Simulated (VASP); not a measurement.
Write the native input for VASP 6.6.1 that does the following.

- Task: single point
- Functional: PBE
- Potentials or basis: VASP PAW PBE potentials, release 64 (Ga_d)
- Cutoff: 520 eV
- k mesh: 8 × 8 × 1
- Occupations: gaussian, width 0.1 eV
- Spin: no spin polarisation
- Dipole correction: yes
- Further INCAR settings: ALGO = Fast; EDIFF = 1e-06; NBANDS = 90

The structure of Ga lies in POSCAR:

```
Ga
1.0
    4.5730242577      0.0000000000      0.0000000000
    0.0000000000      4.5892516794      0.0000000000
    0.0000000000      0.0000000000     24.1914497265
Ga
12
Direct
    0.5000000000      0.9174801866      0.3100268932
    0.0000000000      0.5825198134      0.3100268932
    0.5000000000      0.4174801866      0.3699955936
    0.0000000000      0.0825198134      0.3699955936
    0.0000000000      0.9174801866      0.4700156498
    0.5000000000      0.5825198134      0.4700156498
    0.0000000000      0.4174801866      0.5299843502
    0.5000000000      0.0825198134      0.5299843502
    0.5000000000      0.9174801866      0.6300044064
    0.0000000000      0.5825198134      0.6300044064
    0.5000000000      0.4174801866      0.6899731068
    0.0000000000      0.0825198134      0.6899731068
```

These files were run (other wordings do the same):

INCAR

```
SYSTEM = Ga
ALGO = Fast
DIPOL = 0.5 0.5 0.500
EDIFF = 1E-6
ENCUT = 520
GGA = PE
IDIPOL = 3
ISIF = 2
ISMEAR = 0
LASPH = .TRUE.
LCHARG = .TRUE.
LDIPOL = .TRUE.
LELF = .TRUE.
LREAL = .FALSE.
LVACPOTAV = .TRUE.
LVHAR = .TRUE.
LWAVE = .FALSE.
NBANDS = 90
NELM = 100
PREC = Accurate
SIGMA = 0.1
```

KPOINTS

```
k-points
0
G
  8 8 1
  0 0 0
```

Potentials or basis: VASP PAW PBE potentials, release 64 (Ga_d).

The run is started by

```sh
$ cat potpaw_PBE.64/Ga_d/POTCAR > POTCAR
$ mpirun -np 1 vasp_std > vasp.out
```

Results of the run:

```
Largest force          : 0.218 eV/Å
Band gap on the k mesh : zero (bands 78 and 79 overlap by 0.63 eV)
```

It took 51 min on 1 thread of Oxide Virtual Turin-like Processor, on a shared host, peak memory 0.96 GiB.
